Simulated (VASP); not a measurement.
# HfC (P6_3/mmc) in VASP: further runs

HfC is run at these levels: r2SCAN+U; tasks: single point.

Program: VASP 6.6.1. These are calculated values, not measurements. Logs are shortened: lines on timing, memory, paths and dates and some standing lists are left out, and cuts for length are marked.

## Step 1: The cell of the first run

The structure is hexagonal, space group P6_3/mmc (No. 194). Conventional cell: a = 3.343 Å, b = 3.343 Å, c = 5.203 Å, α = 90.00°, β = 90.00°, γ = 120.00°. Within 3.1 Å of Hf (site symmetry -6m2) lie 6 C at 2.33 Å. C (site symmetry -3m) has 6 Hf at 2.33 Å and 2 C at 2.60 Å within 3.1 Å.

## Step 2: Single point, r2SCAN+U

Input file POSCAR:

```
HfC
1.0
    3.3428660531      0.0000000000      0.0000000000
   -1.6714330265      2.8950069234      0.0000000000
    0.0000000000      0.0000000000      5.2027140000
Hf C
2 2
Direct
    0.3333333333      0.6666666667      0.2500000000
    0.6666666667      0.3333333333      0.7500000000
    0.0000000000      0.0000000000      0.5000000000
    0.0000000000      0.0000000000      0.0000000000
```

Input file INCAR.step1:

```
  ALGO = Normal
  EDIFF = 1E-4
  ENCUT = 520
  GGA = PE
  ISMEAR = -1
  LASPH = T
  LCHARG = F
  LDAU = T
  LDAUJ = 0 0
  LDAUL = 2 -1
  LDAUTYPE = 2
  LDAUU = 5 0
  LMAXMIX = 4
  LREAL = F
  LWAVE = T
  NBANDS = 22
  NELM = 150
  PREC = Accurate
  SIGMA = 0.05
```

Input file INCAR.step2:

```
  ALGO = Normal
  EDIFF = 1E-6
  ENCUT = 520
  ISIF = 2
  ISMEAR = -1
  ISTART = 1
  LASPH = T
  LCHARG = F
  LDAU = T
  LDAUJ = 0 0
  LDAUL = 2 -1
  LDAUPRINT = 1
  LDAUTYPE = 2
  LDAUU = 5 0
  LMAXMIX = 4
  LMIXTAU = T
  LREAL = F
  LWAVE = F
  METAGGA = R2SCAN
  NBANDS = 22
  NELM = 150
  PREC = Accurate
  SIGMA = 0.05
```

Input file KPOINTS:

```
k-points
0
Gamma
  9 9 5
```

Potentials or basis: VASP PAW PBE potentials, release 64 (Hf_pv, C).

Started as:

```sh
> cat potpaw_PBE.64/Hf_pv/POTCAR potpaw_PBE.64/C/POTCAR > POTCAR
> cp INCAR.step1 INCAR
> mpirun -np 1 vasp_std > vasp.out
> cp INCAR.step2 INCAR
> mpirun -np 1 vasp_std > vasp.out
```

OUTCAR:

```text
EDIFF = 1E-6
   ENCUT = 520
   ISIF = 2
   ISMEAR = -1
   ISTART = 1
   LASPH = T
   LREAL = F
   METAGGA = R2SCAN
   NELM = 150
   PREC = Accurate

 ion  position               nearest neighbor table
   1  0.333  0.667  0.250-   3 2.33   4 2.33   3 2.33   4 2.33   3 2.33   4 2.33   2 3.24   2 3.24
                             2 3.24   2 3.24   2 3.24   2 3.24
   2  0.667  0.333  0.750-   3 2.33   4 2.33   3 2.33   4 2.33   3 2.33   4 2.33   1 3.24   1 3.24
                             1 3.24   1 3.24   1 3.24   1 3.24
   3  0.000  0.000  0.500-   1 2.33   2 2.33   1 2.33   2 2.33   2 2.33   1 2.33
   4  0.000  0.000  0.000-   1 2.33   2 2.33   1 2.33   2 2.33   2 2.33   1 2.33

  LATTYP: Found a hexagonal cell.
 ALAT       =     3.3428660531
 C/A-ratio  =     1.5563632875

  Lattice vectors:

 A1 = (   3.3428660531,   0.0000000000,   0.0000000000)
 A2 = (  -1.6714330265,   2.8950069234,   0.0000000000)
 A3 = (   0.0000000000,   0.0000000000,   5.2027140000)

Analysis of symmetry for initial positions (statically):
=====================================================================
 Subroutine PRICEL returns:
 Original cell was already a primitive cell.

 Routine SETGRP: Setting up the symmetry group for a
 hexagonal supercell.

 Subroutine GETGRP returns: Found 24 space group operations
 (whereof 12 operations were pure point group operations)
 out of a pool of 24 trial point group operations.

The static configuration has the point symmetry D_3d.
 The point group associated with its full space group is D_6h.

Analysis of symmetry for dynamics (positions and initial velocities):
=====================================================================
 Subroutine PRICEL returns:
 Original cell was already a primitive cell.

 Routine SETGRP: Setting up the symmetry group for a
 hexagonal supercell.

 Subroutine GETGRP returns: Found 24 space group operations
 (whereof 12 operations were pure point group operations)
 out of a pool of 24 trial point group operations.

The dynamic configuration has the point symmetry D_3d.
 The point group associated with its full space group is D_6h.

 Subroutine INISYM returns: Found 24 space group operations
 (whereof 12 operations are pure point group operations),
 and found     1 'primitive' translations

----------------------------------------------------------------------------------------

                                     Primitive cell

  volume of cell :      50.3499

  direct lattice vectors                    reciprocal lattice vectors
     3.342866053  0.000000000  0.000000000     0.299144502  0.172711159  0.000000000
    -1.671433026  2.895006923  0.000000000     0.000000000  0.345422317  0.000000000
     0.000000000  0.000000000  5.202714000     0.000000000  0.000000000  0.192207375

  length of vectors
     3.342866053  3.342866053  5.202714000     0.345422317  0.345422317  0.192207375

  position of ions in fractional coordinates (direct lattice)
     0.333333333  0.666666667  0.250000000
     0.666666667  0.333333333  0.750000000
     0.000000000  0.000000000  0.500000000
     0.000000000  0.000000000  0.000000000

  ion indices of the primitive-cell ions
   primitive index   ion index
                 1           1
                 2           2
                 3           3
                 4           4

----------------------------------------------------------------------------------------

 KPOINTS: k-points

Automatic generation of k-mesh.
 Grid dimensions read from file:
 generate k-points for:    9    9    5

 Generating k-lattice:

  Cartesian coordinates                     Fractional coordinates (reciprocal lattice)
     0.033238278  0.019190129  0.000000000     0.111111111  0.000000000  0.000000000
     0.000000000  0.038380257  0.000000000     0.000000000  0.111111111  0.000000000
     0.000000000  0.000000000  0.038441475     0.000000000  0.000000000  0.200000000

  Length of vectors
     0.038380257  0.038380257  0.038441475

  Shift w.r.t. Gamma in fractional coordinates (k-lattice)
     0.000000000  0.000000000  0.000000000

 Subroutine IBZKPT returns following result:
 ===========================================

 Found     36 irreducible k-points:

 Following reciprocal coordinates:
[... 49 lines left out ...]
   NFREE  =      0    steps in history (QN), initial steepest desc. (CG)
   ISIF   =      2    stress and relaxation
   ISYM   =      2    0-nonsym 1-usesym 2-fastsym
   POTIM  = 0.5000    time-step for ionic-motion
   TEBEG  =    0.0;   TEEND  =   0.0 temperature during run
   PSTRESS=    0.0 pullay stress
   NELECT =      28.0000    total number of electrons
   NUPDOWN=      -1.0000    fix difference up-down
   EMIN   =  10.00;   EMAX   =-10.00  energy-range for DOS
   EFERMI =   0.00;   METHOD = LEGACY
   ISMEAR =    -1;   SIGMA  =   0.05  broadening in eV -4-tet -1-fermi 0-gaus
   EFERMI_NEDOS =   21; number of points for ismear=-14 and -15
   IALGO  =     38    algorithm
   IMIX   =      4    mixing-type and parameters
     AMIX     =   0.40;   BMIX     =  1.00
     AMIX_MAG =   1.60;   BMIX_MAG =  1.00
  volume/ion in A,a.u.               =      12.59        84.94
  Fermi-wavevector in a.u.,A,eV,Ry     =   1.346257  2.544057 24.659309  1.812408
  Thomas-Fermi vector in A             =   2.474104
   LORBIT       =      0    0 simple, 1 ext, 2 COOP (PROOUT), +10 PAW based schemes
 LDA+U is selected, type is set to LDAUTYPE =  2
   angular momentum for each species LDAUL =     2   -1
   U (eV)           for each species LDAUU =   5.0  0.0
   J (eV)           for each species LDAUJ =   0.0  0.0
   METAGGA = R2SCAN    functional components
   LHFCALC =     F    Hartree Fock is set to
   AEXX    =    0.0000 exact exchange contribution
   IVDW    =     0    specifies the selected vdW correction
   LEPSILON=     F    determine dielectric tensor
   LRPA    =     F    only Hartree local field effects (RPA)
 non-spin polarized calculation
  energy-cutoff  :      520.00
  volume of cell :       50.35
 maximum number of plane-waves:      1375
 NGX is ok and might be reduce to    28
   NGX = 13   NGY = 13   NGZ = 19

atom =   1  type =  1  l = 2

 onsite density matrix

spin component  1

  0.1437  0.0000 -0.0000 -0.0000  0.0000
  0.0000  0.1854  0.0000  0.0000 -0.0000
 -0.0000  0.0000  0.1087 -0.0000 -0.0000
 -0.0000  0.0000 -0.0000  0.1854 -0.0000
  0.0000 -0.0000 -0.0000 -0.0000  0.1437

spin component  2

  0.1437  0.0000 -0.0000 -0.0000  0.0000
  0.0000  0.1854  0.0000  0.0000 -0.0000
 -0.0000  0.0000  0.1087 -0.0000 -0.0000
 -0.0000  0.0000 -0.0000  0.1854 -0.0000
  0.0000 -0.0000 -0.0000 -0.0000  0.1437

 occupancies and eigenvectors

  o =  0.1087  v = -0.0000 -0.0000 -1.0000 -0.0000 -0.0000  0.0000  0.0000  0.0000  0.0000  0.0000      0.0000  0.0000  0.0000  0.0000  0.0000  0.0000  0.0000  0.0000  0.0000  0.0000
  o =  0.1087  v =  0.0000  0.0000  0.0000  0.0000  0.0000 -0.0000 -0.0000 -1.0000 -0.0000 -0.0000      0.0000  0.0000  0.0000  0.0000  0.0000  0.0000  0.0000  0.0000  0.0000  0.0000
  o =  0.1437  v =  0.0000  0.0000  0.0000  0.0000  0.0000  0.4390 -0.0000  0.0000  0.0000 -0.8985      0.0000  0.0000  0.0000  0.0000  0.0000  0.0000  0.0000  0.0000  0.0000  0.0000
  o =  0.1437  v =  0.4390 -0.0000  0.0000  0.0000 -0.8985  0.0000  0.0000  0.0000  0.0000  0.0000      0.0000  0.0000  0.0000  0.0000  0.0000  0.0000  0.0000  0.0000  0.0000  0.0000
  o =  0.1437  v =  0.0000  0.0000  0.0000  0.0000  0.0000  0.8985  0.0000 -0.0000 -0.0000  0.4390      0.0000  0.0000  0.0000  0.0000  0.0000  0.0000  0.0000  0.0000  0.0000  0.0000
  o =  0.1437  v =  0.8985  0.0000 -0.0000 -0.0000  0.4390  0.0000  0.0000  0.0000  0.0000  0.0000      0.0000  0.0000  0.0000  0.0000  0.0000  0.0000  0.0000  0.0000  0.0000  0.0000
  o =  0.1854  v = -0.0000 -0.8813  0.0000  0.4726  0.0000  0.0000  0.0000  0.0000  0.0000  0.0000      0.0000  0.0000  0.0000  0.0000  0.0000  0.0000  0.0000  0.0000  0.0000  0.0000
  o =  0.1854  v =  0.0000  0.0000  0.0000  0.0000  0.0000 -0.0000 -0.8813  0.0000  0.4726  0.0000      0.0000  0.0000  0.0000  0.0000  0.0000  0.0000  0.0000  0.0000  0.0000  0.0000
  o =  0.1854  v =  0.0000  0.0000  0.0000  0.0000  0.0000 -0.0000 -0.4726  0.0000 -0.8813  0.0000      0.0000  0.0000  0.0000  0.0000  0.0000  0.0000  0.0000  0.0000  0.0000  0.0000
  o =  0.1854  v = -0.0000 -0.4726  0.0000 -0.8813  0.0000  0.0000  0.0000  0.0000  0.0000  0.0000      0.0000  0.0000  0.0000  0.0000  0.0000  0.0000  0.0000  0.0000  0.0000  0.0000

atom =   2  type =  1  l = 2

 onsite density matrix

spin component  1

  0.1437  0.0000 -0.0000  0.0000  0.0000
  0.0000  0.1854 -0.0000  0.0000 -0.0000
 -0.0000 -0.0000  0.1087 -0.0000 -0.0000
  0.0000  0.0000 -0.0000  0.1854 -0.0000
  0.0000 -0.0000 -0.0000 -0.0000  0.1437

spin component  2

  0.1437  0.0000 -0.0000  0.0000  0.0000
  0.0000  0.1854 -0.0000  0.0000 -0.0000
 -0.0000 -0.0000  0.1087 -0.0000 -0.0000
  0.0000  0.0000 -0.0000  0.1854 -0.0000
  0.0000 -0.0000 -0.0000 -0.0000  0.1437

 occupancies and eigenvectors

  o =  0.1087  v =  0.0000 -0.0000  1.0000  0.0000  0.0000  0.0000  0.0000  0.0000  0.0000  0.0000      0.0000  0.0000  0.0000  0.0000  0.0000  0.0000  0.0000  0.0000  0.0000  0.0000
  o =  0.1087  v =  0.0000  0.0000  0.0000  0.0000  0.0000  0.0000 -0.0000  1.0000  0.0000  0.0000      0.0000  0.0000  0.0000  0.0000  0.0000  0.0000  0.0000  0.0000  0.0000  0.0000
  o =  0.1437  v = -0.6299 -0.0000  0.0000  0.0000  0.7767  0.0000  0.0000  0.0000  0.0000  0.0000      0.0000  0.0000  0.0000  0.0000  0.0000  0.0000  0.0000  0.0000  0.0000  0.0000
  o =  0.1437  v =  0.0000  0.0000  0.0000  0.0000  0.0000 -0.6299 -0.0000  0.0000  0.0000  0.7767      0.0000  0.0000  0.0000  0.0000  0.0000  0.0000  0.0000  0.0000  0.0000  0.0000
  o =  0.1437  v =  0.0000  0.0000  0.0000  0.0000  0.0000 -0.7767  0.0000  0.0000  0.0000 -0.6299      0.0000  0.0000  0.0000  0.0000  0.0000  0.0000  0.0000  0.0000  0.0000  0.0000
  o =  0.1437  v = -0.7767  0.0000  0.0000  0.0000 -0.6299  0.0000  0.0000  0.0000  0.0000  0.0000      0.0000  0.0000  0.0000  0.0000  0.0000  0.0000  0.0000  0.0000  0.0000  0.0000
  o =  0.1854  v = -0.0000  0.8813  0.0000 -0.4726  0.0000  0.0000  0.0000  0.0000  0.0000  0.0000      0.0000  0.0000  0.0000  0.0000  0.0000  0.0000  0.0000  0.0000  0.0000  0.0000
  o =  0.1854  v =  0.0000  0.0000  0.0000  0.0000  0.0000 -0.0000  0.8813  0.0000 -0.4726  0.0000      0.0000  0.0000  0.0000  0.0000  0.0000  0.0000  0.0000  0.0000  0.0000  0.0000
  o =  0.1854  v =  0.0000  0.0000  0.0000  0.0000  0.0000  0.0000  0.4726  0.0000  0.8813  0.0000      0.0000  0.0000  0.0000  0.0000  0.0000  0.0000  0.0000  0.0000  0.0000  0.0000
  o =  0.1854  v =  0.0000  0.4726  0.0000  0.8813  0.0000  0.0000  0.0000  0.0000  0.0000  0.0000      0.0000  0.0000  0.0000  0.0000  0.0000  0.0000  0.0000  0.0000  0.0000  0.0000

 number of electron      28.0000002 magnetization

 Free energy of the ion-electron system (eV)
  ---------------------------------------------------
  ext. energy  EPLUGINS =         0.00000000
  ---------------------------------------------------
  free energy    TOTEN  =      -106.92909032 eV

  energy without entropy =     -106.92595423  energy(sigma->0) =     -106.92752228

 E-fermi :   7.1730     XC(G=0): -13.1458

 val. band max:        7.1540148559   @ k =   0.0000   0.0000   0.2000
 cond. band min:       7.4040368402   @ k =   0.2222   0.1111   0.2000
 fundamental gap:      0.2500219844
 Fermi energy:         7.1729607799

 k-point     1 :       0.0000    0.0000    0.0000
  band No.  band energies     occupation
      1     -25.8779      2.00000
      2     -25.3140      2.00000
      3     -25.3140      2.00000
      4     -25.2283      2.00000
      5     -25.2283      2.00000
      6     -25.1582      2.00000
[... 589 lines left out ...]
     21      15.5002      0.00000
     22      15.5002      0.00000

 [... further k-points ...]
[... 5 lines left out ...]
  --------------------------------------------------------------------------------------
  -------------------------------------------------------------------------------------
  Total        3.4741803      3.4741803      6.6799852      0.0000000      0.0000000      0.0000000
  in kB      110.5514383    110.5514382    212.5629412      0.0000000      0.0000000      0.0000000
  external PRESSURE =     144.5552726 kB  Pullay stress =       0.0000000 kB

 VOLUME and BASIS-vectors are now :
 -----------------------------------------------------------------------------
  energy-cutoff  :      520.00
  volume of cell :       50.35
      direct lattice vectors                 reciprocal lattice vectors
     3.342866053  0.000000000  0.000000000     0.299144502  0.172711159  0.000000000
    -1.671433026  2.895006923  0.000000000     0.000000000  0.345422317  0.000000000
     0.000000000  0.000000000  5.202714000     0.000000000  0.000000000  0.192207375

 POSITION                                       TOTAL-FORCE (eV/Angst)
 -----------------------------------------------------------------------------------
     -0.00000      1.93000      1.30068        -0.000000     -0.000000      0.000000
      1.67143      0.96500      3.90204         0.000000      0.000000      0.000000
      0.00000      0.00000      2.60136         0.000000      0.000000      0.000000
      0.00000      0.00000      0.00000         0.000000      0.000000      0.000000
 -----------------------------------------------------------------------------------
    total drift:                               -0.000000      0.000000     -0.000000

  FREE ENERGIE OF THE ION-ELECTRON SYSTEM (eV)
  ---------------------------------------------------
  free  energy   TOTEN  =      -106.9290903237 eV

  energy  without entropy=     -106.9259542296  energy(sigma->0) =     -106.92752228
```

It took 6.2 min on 1 thread of AMD EPYC 7R13, shared host; peak memory 0.17 GiB.

Results:

- Free energy: -106.9291 eV
- Pressure: 14.5 GPa
- Band gap on the k mesh: zero (band 14 reaches 8.69 eV, above the bottom of band 15 at 7.06 eV)

Stress tensor (GPa, compression positive):
```
11.06  0.00  0.00
 0.00 11.06  0.00
 0.00  0.00 21.26
```

Levels at points of the mesh, in eV from the Fermi level:
| k point | band 10 | band 11 | band 12 | band 13 | band 14 | band 15 | band 16 | band 17 | band 18 | band 19 |
| --- | --- | --- | --- | --- | --- | --- | --- | --- | --- | --- |
| (0.00, 0.00, 0.00) | -3.30 | -3.30 | -1.53 | -1.53 | 1.52 | 2.01 | 2.01 | 2.10 | 2.35 | 2.35 |

Eigenvalues of the final occupation matrices:
| site | spin | trace | eigenvalues |
| --- | --- | --- | --- |
| site 1 d | 1 | 0.77 | 0.11 0.14 0.14 0.19 0.19 |
| site 1 d | 2 | 0.77 | 0.11 0.14 0.14 0.19 0.19 |
| site 2 d | 1 | 0.77 | 0.11 0.14 0.14 0.19 0.19 |
| site 2 d | 2 | 0.77 | 0.11 0.14 0.14 0.19 0.19 |

Caveat: the PAW data sets were made with another functional, which shifts forces and pressure a little; spin-orbit coupling is left out, which moves the levels of the heavy elements; U without spin polarisation on a metal has little footing; the U is typed as a test and isn't derived for this compound.

[end of part 1 of 2]
